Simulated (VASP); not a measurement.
Here is a VASP 6.6.1 calculation.

Contents of INCAR:

```
PREC = Accurate ; ENCUT = 520
EDIFF = 1E-7 ; ISMEAR = 0
SIGMA = 0.01 ; LREAL = False
LASPH = True ; NELM = 60
ALGO = Normal ; ISIF = 2
LWAVE = False ; LCHARG = True
GGA = PE ; LELF = True
LVHAR = True ; NBANDS = 25
```

Contents of KPOINTS:

```
regular mesh
0
Gamma
  1 1 1
```

File POSCAR:

```
ReOF3
1.0
   12.4800000000      0.0000000000      0.0000000000
    0.0000000000     12.5500000000      0.0000000000
    0.0000000000      0.0000000000      9.9200000000
Re O F
1 1 3
Direct
    0.5077724400      0.4998207200      0.5015403200
    0.6390825300      0.4998207200      0.5461068500
    0.4973036900      0.6410757000      0.4536290300
    0.3605769200      0.4998207200      0.5440453600
    0.4973036900      0.3585657400      0.4536290300
```

Potentials or basis: VASP PAW PBE potentials, release 64 (Re, O, F).

The run is started by

```bash
$ cat potpaw_PBE.64/Re/POTCAR potpaw_PBE.64/O/POTCAR potpaw_PBE.64/F/POTCAR > POTCAR
$ mpirun -np 1 vasp_gam > vasp.out
```

**Question.** What does it give for the gap between the frontier levels?

**Answer.** 0.75 eV.

**Question.** Estimate the largest force.

**Answer.** 0.239 eV/Å.

Forces in eV/Å, atoms in the order of the input:
```
Re   0.156  0.000  0.014
O    0.180  0.000  0.074
F   -0.052  0.155 -0.074
F   -0.231  0.000  0.060
F   -0.052 -0.155 -0.074
```

Caveat: spin-orbit coupling is left out, which moves the levels of the heavy elements.
